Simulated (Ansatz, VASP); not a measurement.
## Mg6BiB: VASP beside Ansatz

```
Bi Mg B
1.0
     3.96093    0.00000    0.00000
     0.00000    4.47709    5.21993
     0.00000   -4.47709    5.21993
Bi Mg B
1 6 1
Cartesian
  1.9805 0.0000 4.0242
  0.0000 0.0000 1.5700
  0.0000 0.0000 6.6118
  0.0000 2.9784 3.9891
  0.0000 -2.9784 3.9891
  1.9805 2.1558 6.7414
  1.9805 -2.1558 6.7414
  1.9805 0.0000 8.0925
```

Alike in both runs: task single point; functional PBE; k mesh 7 × 4 × 4; occupations fermi-dirac, width 0.05 eV; no spin polarisation.

|  | VASP | Ansatz |
| --- | --- | --- |
| version | VASP 6.6.1 | Ansatz 0.2.0 |
| potentials or method | VASP PAW PBE potentials, release 64 (Bi_d, Mg, B) | Ansatz PAW |
| plane-wave cutoff (eV) | 520 | 420 |
| valence electrons in the cell | 30 | 78 |

|  | VASP | Ansatz | Ansatz less VASP |
| --- | --- | --- | --- |
| gap on the k mesh at the Fermi level (eV) | none | none | - |
| pressure (GPa) | -2.7 | -2.6 | +0.12 |
| traceless stress, the component that is largest in VASP (GPa) | -0.35 | -0.34 | +0.008 |
| rms of the force components (eV/Å) | 0.050 | 0.050 | -0.0001 |

Atom by atom the forces differ by 0.001 eV/Å (rms over components). A gap of «none» marks a metal or a gap that the smearing closes. With one functional, cell and mesh, what is left measures potentials, basis and numerics. VASP's potentials hold 30 valence electrons a cell and Ansatz's 78, so a difference there can come from the potentials and not from the codes.

Neither program's run includes spin-orbit coupling.
